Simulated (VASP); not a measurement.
# Si2W (I4/mmm) in VASP: notebook

Runs on Si2W. Level: PBE. Tasks: relaxation of cell and atoms, single point.

Everything below comes from runs of VASP 6.6.1. Logs are shortened: lines on timing, memory, paths and dates and some standing lists are left out, and cuts for length are marked.

### Step 1. The cell of the first run

The structure is tetragonal, space group I4/mmm (No. 139). Conventional cell: a = 3.214 Å, b = 3.214 Å, c = 7.830 Å, α = 90.00°, β = 90.00°, γ = 90.00°. Si (site symmetry 4mm) has 9 Si at 2.59 to 3.21 Å and 5 W at 2.62 Å within 3.4 Å. Within 3.4 Å of W (site symmetry 4/mmm) lie 10 Si at 2.62 Å and 4 W at 3.21 Å.

### Step 2. Relaxation of cell and atoms, PBE

Contents of INCAR:

```
ALGO = Normal
EDIFF = 1E-6
EDIFFG = -0.005
ENCUT = 600
GGA = PE
IBRION = 2
ISIF = 3
ISMEAR = 0
LASPH = True
LCHARG = False
LREAL = False
LWAVE = False
NELM = 100
NSW = 100
PREC = Accurate
SIGMA = 0.1
```

Contents of KPOINTS:

```
k-points
0
Gamma
  18 18 18
```

Contents of POSCAR:

```
Si2W
1.0
   -1.6069000000      1.6069000000      3.9149500000
    1.6069000000     -1.6069000000      3.9149500000
    1.6069000000      1.6069000000     -3.9149500000
Si W
2 1
Direct
    0.3347000000      0.3347000000      0.0000000000
    0.6653000000      0.6653000000      0.0000000000
    0.0000000000      0.0000000000      0.0000000000
```

Potentials or basis: VASP PAW PBE potentials, release 64 (Si, W_sv).

Command:

```bash
$ cat potpaw_PBE.64/Si/POTCAR potpaw_PBE.64/W_sv/POTCAR > POTCAR
$ mpirun -np 1 vasp_std > vasp.out
```

OUTCAR:

```text
EDIFF = 1E-6
   EDIFFG = -0.005
   ENCUT = 600
   GGA = PE
   IBRION = 2
   ISIF = 3
   ISMEAR = 0
   LASPH = True
   LREAL = False
   NELM = 100
   NSW = 100
   PREC = Accurate

 ion  position               nearest neighbor table
   1  0.335  0.335  0.000-   2 2.59   3 2.62   3 2.62   3 2.62   3 2.62   3 2.62   2 2.63   2 2.63
                             2 2.63   2 2.63
   2  0.665  0.665  0.000-   1 2.59   3 2.62   3 2.62   3 2.62   3 2.62   3 2.62   1 2.63   1 2.63
                             1 2.63   1 2.63
   3  0.000  0.000  0.000-   2 2.62   2 2.62   2 2.62   1 2.62   2 2.62   1 2.62   1 2.62   1 2.62
                             1 2.62   2 2.62

  LATTYP: Found a body centered tetragonal cell.
 ALAT       =     3.2138000000
 C/A-ratio  =     2.4363370465

  Lattice vectors:

 A1 = (  -1.6069000000,   1.6069000000,   3.9149500000)
 A2 = (   1.6069000000,  -1.6069000000,   3.9149500000)
 A3 = (   1.6069000000,   1.6069000000,  -3.9149500000)

Analysis of symmetry for initial positions (statically):
=====================================================================
 Subroutine PRICEL returns:
 Original cell was already a primitive cell.

 Routine SETGRP: Setting up the symmetry group for a
 body centered tetragonal supercell.

 Subroutine GETGRP returns: Found 16 space group operations
 (whereof 16 operations were pure point group operations)
 out of a pool of 16 trial point group operations.

The static configuration has the point symmetry D_4h.

Analysis of symmetry for dynamics (positions and initial velocities):
=====================================================================
 Subroutine PRICEL returns:
 Original cell was already a primitive cell.

 Routine SETGRP: Setting up the symmetry group for a
 body centered tetragonal supercell.

 Subroutine GETGRP returns: Found 16 space group operations
 (whereof 16 operations were pure point group operations)
 out of a pool of 16 trial point group operations.

The dynamic configuration has the point symmetry D_4h.

 Subroutine INISYM returns: Found 16 space group operations
 (whereof 16 operations are pure point group operations),
 and found     1 'primitive' translations

----------------------------------------------------------------------------------------

                                     Primitive cell

  volume of cell :      40.4356

  direct lattice vectors                    reciprocal lattice vectors
[... 124 lines left out ...]
  volume of cell :       40.44
 maximum number of plane-waves:      1373
   NGX = 19   NGY = 19   NGZ = 19

--------------------------------------- Ionic step        1  -------------------------------------------

 number of electron      21.9999999 magnetization

 Free energy of the ion-electron system (eV)
  ---------------------------------------------------
  ext. energy  EPLUGINS =         0.00000000
  ---------------------------------------------------
  free energy    TOTEN  =       -24.80960506 eV

  energy without entropy =      -24.80872862  energy(sigma->0) =      -24.80916684

------------------------ aborting loop because EDIFF is reached ----------------------------------------

  FORCE on cell =-STRESS in cart. coord.  units (eV):
  Direction    XX          YY          ZZ          XY          YZ          ZX
  --------------------------------------------------------------------------------------
  -------------------------------------------------------------------------------------
  Total        0.8226511      0.8226511      0.9139400      0.0000000      0.0000000      0.0000000
  in kB       32.5958542     32.5958542     36.2129862      0.0000000      0.0000000      0.0000000
  external PRESSURE =      33.8015648 kB  Pullay stress =       0.0000000 kB
[... 92 lines left out ...]
  FREE ENERGIE OF THE ION-ELECTRON SYSTEM (eV)
  ---------------------------------------------------
  free  energy   TOTEN  =       -24.8159260686 eV

  energy  without entropy=      -24.8150163252  energy(sigma->0) =      -24.81547120

[... ionic steps 4 to 10 ...]

--------------------------------------- Ionic step       11  -------------------------------------------

 number of electron      22.0000000 magnetization

------------------------ aborting loop because EDIFF is reached ----------------------------------------
[... 69 lines left out ...]
--------------------------------------- Ionic step       13  -------------------------------------------

 number of electron      22.0000000 magnetization

 Free energy of the ion-electron system (eV)
  ---------------------------------------------------
  ext. energy  EPLUGINS =         0.00000000
  ---------------------------------------------------
  free energy    TOTEN  =       -24.81594331 eV

  energy without entropy =      -24.81503648  energy(sigma->0) =      -24.81548990

 E-fermi :  11.7498     XC(G=0): -12.4582

 val. band max:       11.7300693128   @ k =  -0.3889   0.5000   0.3333
 cond. band min:      11.7870909016   @ k =  -0.3889  -0.4444   0.3889
 fundamental gap:      0.0570215888
 Fermi energy:        11.7498410622

 k-point     1 :       0.0000    0.0000    0.0000
  band No.  band energies     occupation
      1     -62.1360      2.00000
      2     -26.3824      2.00000
      3     -26.3695      2.00000
      4     -26.3695      2.00000
      5      -2.2064      2.00000
      6       4.9948      2.00000
      7       7.9919      2.00000
      8       8.5030      2.00000
      9       8.9441      2.00000
     10       8.9441      2.00000
     11      12.3513      0.00000
     12      14.3934      0.00000
     13      14.7304      0.00000
     14      14.7803      0.00000
[... 401 lines left out ...]
      2     -26.4539      2.00000
      3     -26.3748      2.00000
      4     -26.3678      2.00000
      5      -1.3104      2.00000
      6       5.0877      2.00000
      7       6.4363      2.00000
      8       8.1821      2.00000
      9       8.9250      2.00000
     10       9.6395      2.00000
     11      10.3529      2.00000
     12      13.3030      0.00000
     13      13.9273      0.00000
     14      16.0961      0.00000
     15      16.2051      0.00000

 [... further k-points ...]

------------------------ aborting loop because EDIFF is reached ----------------------------------------

  FORCE on cell =-STRESS in cart. coord.  units (eV):
  Direction    XX          YY          ZZ          XY          YZ          ZX
  --------------------------------------------------------------------------------------
  -------------------------------------------------------------------------------------
  Total       -0.0033877     -0.0033877     -0.0043187      0.0000000      0.0000000      0.0000000
  in kB       -0.1322614     -0.1322614     -0.1686109      0.0000000      0.0000000      0.0000000
  external PRESSURE =      -0.1443779 kB  Pullay stress =       0.0000000 kB
[... 18 lines left out ...]
  FREE ENERGIE OF THE ION-ELECTRON SYSTEM (eV)
  ---------------------------------------------------
  free  energy   TOTEN  =       -24.8159433128 eV

  energy  without entropy=      -24.8150364814  energy(sigma->0) =      -24.81548990

 reached required accuracy - stopping structural energy minimisation
```

CONTCAR:

```text
Si2W
   1.00000000000000
    -1.6149287175477525    1.6149287175477525    3.9337813099544845
     1.6149287175477525   -1.6149287175477525    3.9337813099544845
     1.6149287175477525    1.6149287175477525   -3.9337813099544845
  Si              W
     2     1
Direct
     0.3345574045377829    0.3345574045377829    0.0000000000000000
     0.6654425954622172    0.6654425954622172    0.0000000000000000
     0.0000000000000000    0.0000000000000000    0.0000000000000000

  0.00000000E+00  0.00000000E+00  0.00000000E+00
  0.00000000E+00  0.00000000E+00  0.00000000E+00
  0.00000000E+00  0.00000000E+00  0.00000000E+00
```

It took 31 min on 1 thread of Intel Xeon Platinum 8259CL at 2.50GHz (Skylake/Cascade Lake), shared host; peak memory 0.51 GiB.

What came out:

```yaml
Free_energy: -24.8159 eV
Relaxed_volume: 13.68 Å³/atom
Relaxed_cell: a = 4.549 Å, b = 4.549 Å, c = 4.549 Å, α = 138.41°, β = 138.41°, γ = 60.28°
Space_group_after_relaxing_to_0.05_Å: I4/mmm (No. 139)
Energy_gained_by_relaxing: 2.1 meV/atom
Ionic_steps: 13
Pressure_after_relaxing: 0.0 GPa
Band_gap_on_the_k_mesh: zero (band 11 reaches 12.48 eV, above the bottom of band 12 at 11.23 eV)
```

The path:
| step | energy change (eV) | largest force (eV/Å) | pressure (GPa) | volume (Å³) |
| --- | --- | --- | --- | --- |
| 1 | 0.0000 | 0.0628 | 3.38 | 40.44 |
| 2 | 0.0133 | 0.1030 | -5.50 | 42.12 |
| 3 | -0.0063 | 0.0003 | -0.01 | 41.04 |
| 4 | -0.0063 | 0.0009 | 0.05 | 41.02 |
| 5 | -0.0063 | 0.0008 | 0.06 | 41.03 |
| 6 | -0.0063 | 0.0009 | 0.05 | 41.03 |
| 7 | -0.0063 | 0.0007 | 0.05 | 41.03 |
| 8 | -0.0063 | 0.0010 | 0.06 | 41.03 |
| 9 | -0.0063 | 0.0008 | 0.06 | 41.03 |
| 10 | -0.0063 | 0.0010 | 0.06 | 41.03 |
| 11 | -0.0063 | 0.0009 | 0.06 | 41.03 |
| 12 | -0.0063 | 0.0011 | -0.07 | 41.05 |
| 13 | -0.0063 | 0.0001 | -0.01 | 41.04 |

Final structure:
```
Si W
1.0
    -1.61493    1.61493    3.93378
     1.61493   -1.61493    3.93378
     1.61493    1.61493   -3.93378
Si W
2 1
Direct
  0.33456 0.33456 0.00000
  0.66544 0.66544 0.00000
  0.00000 0.00000 0.00000
```

Levels at points of the mesh, in eV from the Fermi level:
```csv
k point,band 8,band 9,band 10,band 11,band 12,band 13,band 14,band 15
"(0.00, 0.00, 0.00)",-3.25,-2.81,-2.81,0.60,2.64,2.98,3.03,3.03
"(0.50, 0.00, 0.00)",-4.81,-2.75,-2.71,-0.42,2.65,2.75,3.90,4.31
"(0.50, 0.50, 0.00)",-5.51,-4.96,-3.19,-1.76,2.73,2.91,3.06,3.85
"(0.50, 0.50, 0.50)",-2.54,-0.85,-0.85,-0.49,-0.49,0.77,4.44,4.72
```

Caveat: spin-orbit coupling is left out, which moves the levels of the heavy elements.

### Step 3. Single point, PBE

Contents of INCAR:

```
SYSTEM = Si2W
PREC     = Accurate       ! precision mode
ENCUT    = 520            ! plane-wave cutoff, eV
EDIFF    = 1E-6           ! SCF threshold, eV
ISMEAR   = 0              ! smearing method
SIGMA    = 0.1            ! smearing width, eV
LREAL    = .FALSE.        ! projectors in reciprocal space
LASPH    = .TRUE.         ! aspherical terms in the spheres
NELM     = 100            ! most SCF steps
ALGO     = Normal         ! electronic algorithm
ISIF     = 2              ! what is computed and relaxed
LWAVE    = .FALSE.        ! write WAVECAR
LCHARG   = .TRUE.         ! write CHGCAR
GGA      = PE             ! functional
LELF     = .TRUE.         ! ELF
LVHAR    = .TRUE.       
NBANDS   = 18             ! bands
```

Contents of KPOINTS:

```
Automatic mesh
0
G
  8 8 8
  0 0 0
```

POSCAR is that of step 2.

Potentials or basis: VASP PAW PBE potentials, release 64 (Si, W_sv).

Command:

```bash
$ cat potpaw_PBE.64/Si/POTCAR potpaw_PBE.64/W_sv/POTCAR > POTCAR
$ mpirun -np 1 vasp_std > vasp.out
```

OUTCAR:

```text
SYSTEM = Si2W
   PREC = Accurate
   ENCUT = 520
   EDIFF = 1E-6
   ISMEAR = 0
   LREAL = .FALSE.
   LASPH = .TRUE.
   NELM = 100
   ISIF = 2
   GGA = PE

 ion  position               nearest neighbor table
   1  0.335  0.335  0.000-   2 2.59   3 2.62   3 2.62   3 2.62   3 2.62   3 2.62   2 2.63   2 2.63
                             2 2.63   2 2.63
   2  0.665  0.665  0.000-   1 2.59   3 2.62   3 2.62   3 2.62   3 2.62   3 2.62   1 2.63   1 2.63
                             1 2.63   1 2.63
   3  0.000  0.000  0.000-   2 2.62   2 2.62   2 2.62   1 2.62   2 2.62   1 2.62   1 2.62   1 2.62
                             1 2.62   2 2.62

[... 704 lines left out ...]
  --------------------------------------------------------------------------------------
  -------------------------------------------------------------------------------------
  Total        0.8474918      0.8474918      0.8366825      0.0000000     -0.0000000      0.0000000
  in kB       33.5801149     33.5801149     33.1518192      0.0000000     -0.0000000      0.0000000
  external PRESSURE =      33.4373497 kB  Pullay stress =       0.0000000 kB

 VOLUME and BASIS-vectors are now :
 -----------------------------------------------------------------------------
  energy-cutoff  :      520.00
  volume of cell :       40.44
      direct lattice vectors                 reciprocal lattice vectors
    -1.606900000  1.606900000  3.914950000     0.000000000  0.311158131  0.127715552
     1.606900000 -1.606900000  3.914950000     0.311158131  0.000000000  0.127715552
     1.606900000  1.606900000 -3.914950000     0.311158131  0.311158131  0.000000000

 POSITION                                       TOTAL-FORCE (eV/Angst)
 -----------------------------------------------------------------------------------
      0.00000      0.00000      2.62067        -0.000000     -0.000000     -0.024961
      0.00000      0.00000      5.20923         0.000000      0.000000      0.024961
      0.00000      0.00000      0.00000        -0.000000     -0.000000     -0.000000
 -----------------------------------------------------------------------------------
    total drift:                               -0.000000     -0.000000      0.000000

  FREE ENERGIE OF THE ION-ELECTRON SYSTEM (eV)
  ---------------------------------------------------
  free  energy   TOTEN  =       -24.8099031834 eV

  energy  without entropy=      -24.8084883140  energy(sigma->0) =      -24.80919575
```

OSZICAR:

```text
N       E                     dE             d eps       ncg     rms          rms(c)
DAV:   1     0.131799382398E+03    0.13180E+03   -0.10717E+04  2124   0.123E+03
DAV:   2    -0.208820864291E+02   -0.15268E+03   -0.14890E+03  2446   0.322E+02
DAV:   3    -0.256287692183E+02   -0.47467E+01   -0.46880E+01  2646   0.503E+01
DAV:   4    -0.256724926127E+02   -0.43723E-01   -0.43601E-01  2562   0.503E+00
DAV:   5    -0.256729279413E+02   -0.43533E-03   -0.43531E-03  2468   0.546E-01    0.254E+01
DAV:   6    -0.249134567640E+02    0.75947E+00   -0.35204E+00  2274   0.133E+01    0.875E+00
DAV:   7    -0.248328404829E+02    0.80616E-01   -0.23940E-01  2288   0.274E+00    0.462E+00
DAV:   8    -0.248103845224E+02    0.22456E-01   -0.44379E-02  2388   0.166E+00    0.334E-01
DAV:   9    -0.248099947312E+02    0.38979E-03   -0.10574E-03  2456   0.260E-01    0.197E-01
DAV:  10    -0.248099089411E+02    0.85790E-04   -0.27136E-04  2536   0.143E-01    0.391E-02
DAV:  11    -0.248099028850E+02    0.60561E-05   -0.35790E-05  2470   0.432E-02    0.178E-02
DAV:  12    -0.248099031834E+02   -0.29846E-06   -0.15364E-06  1700   0.829E-03
   1 F= -.24809903E+02 E0= -.24809196E+02  d E =-.141487E-02
```

stdout:

```text
POSCAR found type information on POSCAR SiW
 POSCAR found :  2 types and       3 ions
 scaLAPACK will be used
 LDA part: xc-table for (Slater+PW92), standard interpolation
 POSCAR, INCAR and KPOINTS ok, starting setup
 FFT: planning ... GRIDC
 FFT: planning ... GRID_SOFT
 FFT: planning ... GRID
 WAVECAR not read
 entering main loop
```

Wall time 42 s (1 thread of Intel Xeon Platinum 8488C (Sapphire Rapids), shared host); peak memory 0.22 GiB.

What came out:

```
Free energy            : -24.8099 eV
Pressure               : 3.3 GPa
Largest force          : 0.025 eV/Å
Band gap on the k mesh : zero (band 11 reaches 12.67 eV, above the bottom of band 12 at 11.47 eV)
```

Forces on the atoms (eV/Å):
```
Si   0.000  0.000 -0.025
Si   0.000  0.000  0.025
W    0.000  0.000  0.000
```

Caveat: spin-orbit coupling is left out, which moves the levels of the heavy elements.

### Step 4. Single point, PBE

This run uses another cell than the first one, of 13.68 Å³/atom, 1.015 times its volume.

Contents of INCAR:

```
ALGO = Normal
EDIFF = 1E-6
ENCUT = 520
GGA = PE
ISIF = 2
ISMEAR = -1
LASPH = T
LCHARG = F
LREAL = F
LWAVE = F
NBANDS = 18
NELM = 80
PREC = Accurate
SIGMA = 0.15
```

Contents of KPOINTS:

```
k-points
0
Gamma
  18 18 18
```

Contents of POSCAR:

```
Si2W
1.0
   -1.6143474500      1.6143474500      3.9368916866
    1.6143474500     -1.6143474500      3.9368916866
    1.6143474500      1.6143474500     -3.9368916866
Si W
2 1
Direct
    0.3344393373      0.3344393373      0.0000000000
    0.6655606627      0.6655606627      0.0000000000
    0.0000000000      0.0000000000      0.0000000000
```

Command:

```bash
$ cat potpaw_PBE.64/Si/POTCAR potpaw_PBE.64/W_sv/POTCAR > POTCAR
$ mpirun -np 1 vasp_std > vasp.out
```

Wall time 4.7 min (1 thread of Intel Xeon Platinum 8488C (Sapphire Rapids), shared host); peak memory 0.46 GiB.

The run converged. Its results:

```yaml
Free_energy: -24.8275 eV
Pressure: 0.1 GPa
Largest_force: 0.003 eV/Å
Band_gap_on_the_k_mesh: zero (band 11 reaches 12.48 eV, above the bottom of band 12 at 11.23 eV)
```

Forces on the atoms (eV/Å):
```
Si   0.000  0.000 -0.003
Si   0.000  0.000  0.003
W    0.000  0.000  0.000
```

Stress tensor (GPa, compression positive):
```
 0.08  0.00  0.00
 0.00  0.08  0.00
 0.00  0.00 -0.01
```

Levels at points of the mesh, in eV from the Fermi level:
```tsv
k point	band 9	band 10	band 11	band 12	band 13	band 14
(0.00, 0.00, 0.00)	-2.81	-2.81	0.60	2.64	2.97	3.04
(0.50, 0.00, 0.00)	-2.75	-2.73	-0.43	2.64	2.75	3.89
(0.50, 0.50, 0.00)	-4.97	-3.21	-1.76	2.71	2.90	3.05
(0.50, 0.50, 0.50)	-0.85	-0.85	-0.50	-0.50	0.77	4.41
```

Caveat: spin-orbit coupling is left out, which moves the levels of the heavy elements.

### Step 5. Summary

```tsv
task	cell	k mesh	cutoff (eV)	smearing	gap on the mesh (eV)	pressure (GPa)
relaxation of cell and atoms	relaxed from a = 4.527 Å, angles 138.4, 138.4, 60.3°, 3 atoms	18 × 18 × 18	600	gaussian 0.1 eV	none	0.0
single point	a = 4.527 Å, angles 138.4, 138.4, 60.3°, 3 atoms	8 × 8 × 8	520	gaussian 0.1 eV	none	3.3
single point	a = 4.551 Å, angles 138.4, 138.4, 60.2°, 3 atoms	18 × 18 × 18	520	fermi-dirac 0.15 eV	none	0.1
```

Alike in all rows: level PBE; potentials or basis VASP PAW PBE potentials, release 64 (Si, W_sv); no spin polarisation.

Caveats: spin-orbit coupling is left out, which moves the levels of the heavy elements.

Absolute energies hang on the potentials; compare differences alone.
